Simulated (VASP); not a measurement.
# BN: single point with r2SCAN

Crystal: BN.

```
B N
1.0
     2.50399    0.00000    0.00000
    -1.25200    2.16852    0.00000
     0.00000    0.00000    6.66120
B N
2 2
Direct
  0.37342 0.69601 0.25000
  0.62658 0.30399 0.75000
  0.29330 0.63736 0.75000
  0.70670 0.36264 0.25000
```

This cell differs from its parent crystal: mode 4 (47.7 1/cm) frozen in, largest displacement +0.090 Å.

```json
{"Program": "VASP 6.6.1", "Task": "single point", "Functional": "r2SCAN", "Potentials or basis": "VASP PAW PBE potentials, release 64 (B, N)", "Cutoff": "520 eV", "k mesh": "12 × 12 × 4", "Occupations": "gaussian, width 0.05 eV", "Spin": "no spin polarisation"}
```

```yaml
Pressure: -0.2 GPa
Largest_force: 0.014 eV/Å
Band_gap_on_the_k_mesh: 4.59 eV, indirect (least direct gap 5.01 eV)
```

Forces in eV/Å, atoms in the order of the input:
```
B   -0.004 -0.006  0.000
B    0.004  0.006  0.000
N    0.012  0.007  0.000
N   -0.012 -0.007  0.000
```

Stress tensor (GPa, compression positive):
```
-0.55  0.09  0.00
 0.09 -0.74  0.00
 0.00  0.00  0.64
```

Levels at points of the mesh, in eV from the valence-band top:
| k point | band 6 | band 7 | band 8 | band 9 | band 10 | band 11 |
| --- | --- | --- | --- | --- | --- | --- |
| (0.00, 0.00, 0.00) | -1.41 | -1.38 | -1.37 | 5.55 | 10.97 | 12.23 |
| (0.50, 0.00, 0.00) | -4.29 | -1.41 | -0.64 | 5.16 | 5.97 | 10.16 |
| (0.00, 0.50, 0.00) | -4.29 | -1.54 | -0.41 | 4.59 | 6.44 | 10.14 |
| (0.50, 0.50, 0.00) | -4.29 | -1.52 | -0.47 | 4.73 | 6.32 | 10.13 |
| (0.00, 0.00, 0.50) | -1.40 | -1.39 | -1.39 | 8.03 | 8.03 | 12.30 |
| (0.50, 0.00, 0.50) | -4.32 | -0.98 | -0.98 | 5.28 | 5.28 | 10.58 |
| (0.00, 0.50, 0.50) | -4.32 | -0.98 | -0.98 | 5.28 | 5.28 | 10.56 |
| (0.50, 0.50, 0.50) | -4.32 | -0.98 | -0.98 | 5.28 | 5.28 | 10.56 |

Run time: 2.9 min on 1 thread of Intel(R) Xeon(R) 6975P-C (Granite Rapids), with other jobs on the host, peak memory 0.23 GiB.

Caveat: the cell differs from its parent crystal (mode 4 (47.7 1/cm) frozen in, largest displacement +0.090 Å); the PAW data sets were made with another functional, which shifts forces and pressure a little. A k mesh can miss the band edges.
